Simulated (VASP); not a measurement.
# Yb (Im-3m) in VASP: notebook

Runs on Yb. Level: PBE. Tasks: relaxation of cell and atoms.

All numbers are computed with VASP 6.6.1; they aren't measurements. Logs are shortened: lines on timing, memory, paths and dates and some standing lists are left out, and cuts for length are marked.

## Step 1: The cell of the first run

Symmetry: Im-3m, No. 229, cubic system. Conventional cell: a = 3.493 Å, b = 3.493 Å, c = 3.493 Å, α = 90.00°, β = 90.00°, γ = 90.00°. Within 4.0 Å of Yb (site symmetry m-3m) lie 14 Yb at 3.02 to 3.49 Å.

This isn't the form of Yb at room conditions, which is fcc.

## Step 2: Relaxation of cell and atoms, PBE, target pressure 23 GPa, at which the enthalpy is minimised

INCAR reads:

```
PREC = Accurate
ENCUT = 600
EDIFF = 1E-6
ISMEAR = -1
SIGMA = 0.05
LREAL = False
LASPH = True
NELM = 100
ALGO = Normal
ISIF = 3
LWAVE = False
LCHARG = False
GGA = PE
IBRION = 2
NSW = 60
EDIFFG = -0.005
PSTRESS = 230.0
```

KPOINTS reads:

```
Automatic mesh
0
Gamma
  15 15 15
```

POSCAR reads:

```
Yb
1.0
   -1.7463366086      1.7463366086      1.7463366086
    1.7463366086     -1.7463366086      1.7463366086
    1.7463366086      1.7463366086     -1.7463366086
Yb
1
Direct
    0.0000000000      0.0000000000      0.0000000000
```

Potentials or basis: VASP PAW PBE potentials, release 64 (Yb).

The run is started by

```
$ cat potpaw_PBE.64/Yb/POTCAR > POTCAR
$ mpirun -np 1 vasp_std > vasp.out
```

OUTCAR:

```text
PREC = Accurate
   ENCUT = 600
   EDIFF = 1E-6
   ISMEAR = -1
   LREAL = False
   LASPH = True
   NELM = 100
   ISIF = 3
   GGA = PE
   IBRION = 2
   NSW = 60
   EDIFFG = -0.005
   PSTRESS = 230.0

 ion  position               nearest neighbor table
   1  0.000  0.000  0.000-

  LATTYP: Found a body centered cubic cell.
 ALAT       =     3.4926732172

  Lattice vectors:

 A1 = (  -1.7463366086,   1.7463366086,   1.7463366086)
 A2 = (   1.7463366086,  -1.7463366086,   1.7463366086)
 A3 = (   1.7463366086,   1.7463366086,  -1.7463366086)

Analysis of symmetry for initial positions (statically):
=====================================================================
 Subroutine PRICEL returns:
 Original cell was already a primitive cell.

 Routine SETGRP: Setting up the symmetry group for a
 body centered cubic supercell.

 Subroutine GETGRP returns: Found 48 space group operations
 (whereof 48 operations were pure point group operations)
 out of a pool of 48 trial point group operations.

The static configuration has the point symmetry O_h .

Analysis of symmetry for dynamics (positions and initial velocities):
=====================================================================
 Subroutine PRICEL returns:
 Original cell was already a primitive cell.

 Routine SETGRP: Setting up the symmetry group for a
 body centered cubic supercell.

 Subroutine GETGRP returns: Found 48 space group operations
 (whereof 48 operations were pure point group operations)
 out of a pool of 48 trial point group operations.

The dynamic configuration has the point symmetry O_h .

 Subroutine INISYM returns: Found 48 space group operations
 (whereof 48 operations are pure point group operations),
 and found     1 'primitive' translations

----------------------------------------------------------------------------------------

                                     Primitive cell

  volume of cell :      21.3032

  direct lattice vectors                    reciprocal lattice vectors
    -1.746336609  1.746336609  1.746336609     0.000000000  0.286313645  0.286313645
     1.746336609 -1.746336609  1.746336609     0.286313645  0.000000000  0.286313645
     1.746336609  1.746336609 -1.746336609     0.286313645  0.286313645  0.000000000

  length of vectors
     3.024743733  3.024743733  3.024743733     0.404908640  0.404908640  0.404908640

  position of ions in fractional coordinates (direct lattice)
[... 85 lines left out ...]
   POTIM  = 0.5000    time-step for ionic-motion
   TEBEG  =    0.0;   TEEND  =   0.0 temperature during run
   PSTRESS=  230.0 pullay stress
   NELECT =      24.0000    total number of electrons
   NUPDOWN=      -1.0000    fix difference up-down
   EMIN   =  10.00;   EMAX   =-10.00  energy-range for DOS
   EFERMI =   0.00;   METHOD = LEGACY
   ISMEAR =    -1;   SIGMA  =   0.05  broadening in eV -4-tet -1-fermi 0-gaus
   EFERMI_NEDOS =   21; number of points for ismear=-14 and -15
   IALGO  =     38    algorithm
   IMIX   =      4    mixing-type and parameters
     AMIX     =   0.40;   BMIX     =  1.00
     AMIX_MAG =   1.60;   BMIX_MAG =  1.00
  volume/ion in A,a.u.               =      21.30       143.76
  Fermi-wavevector in a.u.,A,eV,Ry     =   1.703455  3.219063 39.480819  2.901758
  Thomas-Fermi vector in A             =   2.783038
   LORBIT       =      0    0 simple, 1 ext, 2 COOP (PROOUT), +10 PAW based schemes
   GGA     = PE    functional components
   LHFCALC =     F    Hartree Fock is set to
   AEXX    =    0.0000 exact exchange contribution
   IVDW    =     0    specifies the selected vdW correction
   LEPSILON=     F    determine dielectric tensor
   LRPA    =     F    only Hartree local field effects (RPA)
 conjugate gradient relaxation of ions
 non-spin polarized calculation
  energy-cutoff  :      600.00
  volume of cell :       21.30
 maximum number of plane-waves:       722
   NGX = 13   NGY = 13   NGZ = 13

--------------------------------------- Ionic step        1  -------------------------------------------

 number of electron      24.0000009 magnetization

 Free energy of the ion-electron system (eV)
  ---------------------------------------------------
  ext. energy  EPLUGINS =         0.00000000
  ---------------------------------------------------
  free energy    TOTEN  =        -2.90153363 eV

  energy without entropy =       -2.89282253  energy(sigma->0) =       -2.89717808

------------------------ aborting loop because EDIFF is reached ----------------------------------------

  FORCE on cell =-STRESS in cart. coord.  units (eV):
  Direction    XX          YY          ZZ          XY          YZ          ZX
  --------------------------------------------------------------------------------------
  -------------------------------------------------------------------------------------
  Total        3.1668429      3.1668429      3.1668429     -0.0000000      0.0000000      0.0000000
  in kB      238.1733888    238.1733888    238.1733888     -0.0000000      0.0000000      0.0000000
  external PRESSURE =       8.1733888 kB  Pullay stress =     230.0000000 kB
[... 61 lines left out ...]
--------------------------------------- Ionic step        3  -------------------------------------------

 number of electron      24.0000001 magnetization

 Free energy of the ion-electron system (eV)
  ---------------------------------------------------
  ext. energy  EPLUGINS =         0.00000000
  ---------------------------------------------------
  free energy    TOTEN  =        -2.95461905 eV

  energy without entropy =       -2.94570204  energy(sigma->0) =       -2.95016054

 E-fermi :   3.3657     XC(G=0): -11.9658

 val. band max:        3.3619475804   @ k =   0.3333   0.2667   0.0667
 cond. band min:       3.3908339410   @ k =  -0.4000  -0.4000   0.2000
 fundamental gap:      0.0288863606
 Fermi energy:         3.3657278979

 k-point     1 :       0.0000    0.0000    0.0000
  band No.  band energies     occupation
      1     -48.1131      2.00000
      2     -19.6500      2.00000
      3     -19.6500      2.00000
      4     -19.6500      2.00000
      5      -2.5867      2.00000
      6       2.6359      2.00000
[... 433 lines left out ...]
      3     -20.3843      2.00000
      4     -19.8182      2.00000
      5       2.0152      2.00000
      6       2.6623      2.00000
[... 8 lines left out ...]
     15       9.7059      0.00000
     16      11.3399      0.00000

 [... further k-points ...]

------------------------ aborting loop because EDIFF is reached ----------------------------------------

  FORCE on cell =-STRESS in cart. coord.  units (eV):
  Direction    XX          YY          ZZ          XY          YZ          ZX
  --------------------------------------------------------------------------------------
  -------------------------------------------------------------------------------------
  Total        3.1128339      3.1128339      3.1128339     -0.0000000      0.0000000     -0.0000000
  in kB      230.2290792    230.2290792    230.2290792     -0.0000000      0.0000000     -0.0000000
  external PRESSURE =       0.2290792 kB  Pullay stress =     230.0000000 kB
[... 20 lines left out ...]
  energy  without entropy=       -2.9457020370  energy(sigma->0) =       -2.95016054

  enthalpy is  TOTEN    =         0.1551175397 eV   P V=        3.1097365907

 reached required accuracy - stopping structural energy minimisation
```

Wall time 2.1 min (1 thread of Intel Xeon Platinum 8259CL at 2.50GHz (Skylake/Cascade Lake), shared host); peak memory 0.19 GiB.

Results:

- Free energy: -2.9546 eV
- Relaxed volume: 21.66 Å³/atom
- Relaxed cell: a = 3.042 Å, b = 3.042 Å, c = 3.042 Å, α = 109.47°, β = 109.47°, γ = 109.47°
- Space group after relaxing (to 0.1 Å): Im-3m (No. 229)
- Energy change on relaxing (the run minimises the enthalpy): -53.1 meV/atom
- Ionic steps: 3
- Pressure after relaxing: 23.0 GPa
- Band gap on the k mesh: zero (bands 12 and 13 overlap by 1.01 eV)

The path:
```
step  energy change (eV)  largest force (eV/Å)  pressure (GPa)  volume (Å³)
   1              0.0000                0.0000           23.82        21.30
   2             -0.0499                0.0000           23.15        21.64
   3             -0.0531                0.0000           23.02        21.66
```

Final structure:
```
CELL_PARAMETERS angstrom
-1.75610 1.75610 1.75610
1.75610 -1.75610 1.75610
1.75610 1.75610 -1.75610
ATOMIC_POSITIONS crystal
Yb 0.00000 0.00000 0.00000
```

Levels at points of the mesh, in eV from the Fermi level:
```tsv
k point	band 10	band 11	band 12	band 13	band 14	band 15
(0.00, 0.00, 0.00)	-0.39	-0.39	-0.32	3.49	3.49	3.49
```

Caveat: the cell is relaxed towards a set pressure, so the run minimises the enthalpy, not the energy; spin-orbit coupling is left out, which moves the levels of the heavy elements. Spin polarisation is off, so any magnetic state and its effect on volume and gap are missing.

## Step 3: Relaxation of cell and atoms, PBE, target pressure 23 GPa, at which the enthalpy is minimised

This run uses another cell than the first one, of 21.61 Å³/atom.

INCAR reads:

```
ALGO = Normal ; EDIFF = 1E-6
EDIFFG = -0.005 ; ENCUT = 600
GGA = PE ; IBRION = 2
ISIF = 3 ; ISMEAR = -1
LASPH = T ; LCHARG = F
LREAL = F ; LWAVE = F
NELM = 100 ; NSW = 32
PREC = Accurate ; PSTRESS = 230.0
SIGMA = 0.05
```

KPOINTS reads:

```
k-points
0
Gamma
  15 15 15
```

POSCAR reads:

```
Yb
1.0
   -1.7545923002      1.7545923002      1.7545923002
    1.7545923002     -1.7545923002      1.7545923002
    1.7545923002      1.7545923002     -1.7545923002
Yb
1
Direct
    0.0000000000      0.0000000000      0.0000000000
```

Potentials or basis: VASP PAW PBE potentials, release 64 (Yb).

The run is started by

```
$ cat potpaw_PBE.64/Yb/POTCAR > POTCAR
$ mpirun -np 1 vasp_std > vasp.out
```

It took 4.2 min on 1 thread of Intel Xeon Platinum 8259CL at 2.50GHz (Skylake/Cascade Lake), shared host; peak memory 0.2 GiB.

The run converged. Its results:

| Item | Value |
| --- | --- |
| Free energy | -2.9564 eV |
| Relaxed volume | 21.67 Å³/atom |
| Relaxed cell | a = 3.042 Å, b = 3.042 Å, c = 3.042 Å, α = 109.47°, β = 109.47°, γ = 109.47° |
| Space group after relaxing (to 0.1 Å) | Im-3m (No. 229) |
| Energy change on relaxing (the run minimises the enthalpy) | -9.7 meV/atom |
| Ionic steps | 9 |
| Pressure after relaxing | 23.0 GPa |
| Band gap on the k mesh | zero (bands 12 and 13 overlap by 1.01 eV) |

Step by step:
| step | energy change (eV) | largest force (eV/Å) | pressure (GPa) | volume (Å³) |
| --- | --- | --- | --- | --- |
| 1 | 0.0000 | 0.0000 | 23.23 | 21.61 |
| 2 | -0.0137 | 0.0000 | 22.28 | 21.70 |
| 3 | -0.0033 | 0.0000 | 24.97 | 21.63 |
| 4 | -0.0109 | 0.0000 | 24.32 | 21.68 |
| 5 | -0.0127 | 0.0000 | 23.20 | 21.70 |
| 6 | -0.0129 | 0.0000 | 22.65 | 21.70 |
| 7 | -0.0041 | 0.0000 | 23.71 | 21.64 |
| 8 | -0.0101 | 0.0000 | 22.95 | 21.68 |
| 9 | -0.0097 | 0.0000 | 23.00 | 21.67 |

Final structure:
```
Yb
1.0
    -1.75641    1.75641    1.75641
     1.75641   -1.75641    1.75641
     1.75641    1.75641   -1.75641
Yb
1
Direct
  0.00000 0.00000 0.00000
```

Levels at points of the mesh, in eV from the Fermi level:
| k point | band 9 | band 10 | band 11 | band 12 | band 13 | band 14 | band 15 | band 16 |
| --- | --- | --- | --- | --- | --- | --- | --- | --- |
| (0.00, 0.00, 0.00) | -0.39 | -0.39 | -0.39 | -0.32 | 3.49 | 3.49 | 3.49 | 6.47 |

Caveat: the cell is relaxed towards a set pressure, so the run minimises the enthalpy, not the energy; spin-orbit coupling is left out, which moves the levels of the heavy elements. Spin polarisation is off, so any magnetic state and its effect on volume and gap are missing.
